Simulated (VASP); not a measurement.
Set up this calculation in VASP 6.6.1, as the native input.

| Property | Result |
| --- | --- |
| Task | relaxation of cell and atoms |
| Functional | PBE |
| Potentials or basis | VASP PAW PBE potentials, release 64 (Be, Ga_d, C) |
| Cutoff | 600 eV |
| k mesh | 9 × 9 × 9 |
| Occupations | gaussian, width 0.1 eV |
| Spin | no spin polarisation |
| Dipole correction | no |
| Further INCAR settings | ALGO = Normal; EDIFF = 1e-06; IBRION = 2; EDIFFG = -0.01; NSW = 100; ISIF = 3 |

The structure of Be2Ga2C3 lies in POSCAR:

```
Be2Ga2C3
1.0
    2.6822152400      1.5485776908      3.2938675324
   -2.6822152400      1.5485776908      3.2938675324
    0.0000000000     -3.0971553816      3.2938675324
Be Ga C
2 2 3
Direct
    0.2366572391      0.2366572391      0.2366572391
    0.7633427609      0.7633427609      0.7633427609
    0.0000000000      0.0000000000      0.0000000000
    0.5000000000      0.5000000000      0.5000000000
    0.0000000000      0.0000000000      0.5000000000
    0.5000000000      0.0000000000      0.0000000000
    0.0000000000      0.5000000000      0.0000000000
```

One way to write it, as run:

INCAR

```
SYSTEM = Be2Ga2C3
ALGO = Normal
EDIFF = 1E-6
EDIFFG = -0.01
ENCUT = 600
GGA = PE
IBRION = 2
ISIF = 3
ISMEAR = 0
LASPH = .True.
LCHARG = .False.
LREAL = .False.
LWAVE = .False.
NELM = 100
NSW = 100
PREC = Accurate
SIGMA = 0.1
```

KPOINTS

```
k-points
0
Gamma
  9 9 9
  0 0 0
```

Potentials or basis: VASP PAW PBE potentials, release 64 (Be, Ga_d, C).

Run with:

```sh
$ cat potpaw_PBE.64/Be/POTCAR potpaw_PBE.64/Ga_d/POTCAR potpaw_PBE.64/C/POTCAR > POTCAR
$ mpirun -np 1 vasp_std > vasp.out
```

Results of the run:

- Relaxed volume: 11.52 Å³/atom
- Relaxed cell: a = 4.506 Å, b = 4.506 Å, c = 4.506 Å, α = 72.22°, β = 72.22°, γ = 72.22°
- Space group after relaxing (to 0.05 Å): R-3m (No. 166)
- Energy gained by relaxing: 1.5 meV/atom
- Ionic steps: 8
- Pressure after relaxing: 0.0 GPa
- Band gap on the k mesh: zero (band 21 reaches 6.21 eV, above the bottom of band 22 at 4.46 eV)

Run time: 9.6 min on 1 thread of Intel(R) Xeon(R) Platinum 8375C CPU @ 2.90GHz (Ice Lake), on a shared host, peak memory 0.35 GiB.
